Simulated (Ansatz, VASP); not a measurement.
# C in VASP and in Ansatz

The input INCAR:

```
ALGO = Normal ; EDIFF = 1E-6
ENCUT = 520 ; GGA = CA
ISIF = 2 ; ISMEAR = -1
LASPH = True ; LCHARG = False
LREAL = False ; LWAVE = False
NBANDS = 11 ; NELM = 80
PREC = Accurate ; SIGMA = 0.08
```

The input KPOINTS:

```
k-points
0
Gamma
  20 20 20
```

Contents of POSCAR:

```
C
1.0
    0.0000000000      1.7298212174      1.7298212174
    1.7298212174      0.0000000000      1.7298212174
    1.7298212174      1.7298212174      0.0000000000
C
2
Direct
   -0.1250000000     -0.1250000000     -0.1250000000
    0.1250000000      0.1250000000      0.1250000000
```

Input for Ansatz:

```yaml
crystal:
  lattice:
    - [0.0, 1.7298212174, 1.7298212174]
    - [1.7298212174, 0.0, 1.7298212174]
    - [1.7298212174, 1.7298212174, 0.0]
  atoms:
    - { symbol: C, position: [-0.125, -0.125, -0.125] }
    - { symbol: C, position: [0.125, 0.125, 0.125] }
kpoints:
  mp_grid: { grid: [20, 20, 20] }
scf:
  occupations: { method: fermi_dirac, width: 0.08 }
hamiltonian:
  xc: lda
  pseudopotentials: { kind: paw }
output:
  forces: true
  stress: true
  eigenvalues: true
  populations: true
```

Change from the starting cell: volume scaled by 0.94, PAW files.

Alike in both runs: task single point; functional LDA; k mesh 20 × 20 × 20; occupations fermi-dirac, width 0.08 eV; no spin polarisation.

```csv
,VASP,Ansatz
version,VASP 6.6.1,Ansatz 0.2.0
potentials or method,"VASP PAW LDA potentials, release 64 (C)","PAW with Ansatz's default frozen-core files, scalar-relativistic"
plane-wave cutoff (eV),520,420
valence electrons in the cell,8,8
```

|  | VASP | Ansatz | Ansatz less VASP |
| --- | --- | --- | --- |
| gap on the k mesh at the Fermi level (eV) | 4.33 | 4.34 | +0.006 |
| pressure (GPa) | 34.3 | 32.3 | -1.97 |

LDA's correlation is that of Perdew and Zunger in VASP and of Perdew and Wang (1992) in Ansatz. Both programs put the cell under a high pressure, so it lies far from rest at this level.
